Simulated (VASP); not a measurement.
# NaF: single point with RPBE+D4

NaF:

```xyz
2
Lattice="0.0000 2.4171 2.4171 2.4171 0.0000 2.4171 2.4171 2.4171 0.0000" Properties=species:S:1:pos:R:3 pbc="T T T"
Na    0.0000    0.0000    0.0000
F     2.4171    2.4171    2.4171
```

This cell differs from its parent crystal: volume scaled by 1.04.

| Property | Result |
| --- | --- |
| Program | VASP 6.6.1 |
| Task | single point |
| Functional | RPBE |
| Dispersion | D4 |
| Potentials or basis | VASP PAW PBE potentials, release 64 (Na_pv, F) |
| Cutoff | 520 eV |
| k mesh | 8 × 8 × 8 |
| Occupations | gaussian, width 0.05 eV |
| Spin | no spin polarisation |

| Property | Result |
| --- | --- |
| Pressure | -1.6 GPa |
| Band gap on the k mesh | 5.98 eV, direct |
| Dispersion energy per atom | -0.091 eV |

Levels at points of the mesh, in eV from the valence-band top:
| k point | band 4 | band 5 | band 6 | band 7 | band 8 | band 9 | band 10 | band 11 |
| --- | --- | --- | --- | --- | --- | --- | --- | --- |
| (0.00, 0.00, 0.00) | -19.10 | 0.00 | 0.00 | 0.00 | 5.98 | 18.35 | 18.35 | 18.35 |
| (0.50, 0.00, 0.00) | -18.56 | -1.29 | -0.19 | -0.19 | 10.34 | 11.71 | 19.06 | 19.06 |
| (0.50, 0.50, 0.00) | -18.93 | -1.05 | -0.34 | -0.34 | 12.47 | 12.68 | 13.19 | 18.49 |

Run time: 24 s on 1 thread of Intel Xeon 8259CL, with other jobs on the host, peak memory 0.15 GiB.

Caveat: the PAW data sets were made with another functional, which shifts forces and pressure a little. A k mesh can miss the band edges.
